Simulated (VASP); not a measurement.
A run of VASP 6.6.1:

Contents of INCAR:

```
PREC = Accurate
ENCUT = 520
EDIFF = 1E-6
ISMEAR = 0
SIGMA = 0.05
LREAL = F
LASPH = T
NELM = 80
ALGO = Normal
ISIF = 2
LWAVE = F
LCHARG = F
LDIPOL = T
IDIPOL = 3
DIPOL = 0.5 0.5 0.390
GGA = PE
IVDW = 12
IBRION = 2
NSW = 40
EDIFFG = -0.003
```

The input KPOINTS:

```
regular mesh
0
Gamma
  9 9 1
```

File POSCAR:

```
PtS2
1.0
    3.5415278079      0.0000000000      0.0000000000
   -1.7707639039      3.0670530498      0.0000000000
    0.0000000000      0.0000000000     22.4670615492
S Pt
4 2
Selective dynamics
Direct
    0.6666666667      0.3333333333      0.2002932155  F F F
    0.3333333333      0.6666666667      0.3108341854  F F T
    0.3333333333      0.6666666667      0.4684426912  F F T
    0.6666666667      0.3333333333      0.5789836611  F F T
    0.0000000000      0.0000000000      0.2555637004  F F T
    1.0000000000      1.0000000000      0.5237131761  F F T
```

Potentials or basis: VASP PAW PBE potentials, release 64 (S, Pt).

Run with:

```sh
$ cat potpaw_PBE.64/S/POTCAR potpaw_PBE.64/Pt/POTCAR > POTCAR
$ mpirun -np 1 vasp_std > vasp.out
```

Hardware: 1 thread of Intel(R) Xeon(R) Platinum 8559C (Emerald Rapids) (shared host).

**Question.** Estimate the wall time of this run.

**Answer.** Run time: 4.2 min on 1 thread of Intel(R) Xeon(R) Platinum 8559C (Emerald Rapids) (shared host), peak memory 0.41 GiB. Counts: scf iterations 49, k points 12, ion steps 12.
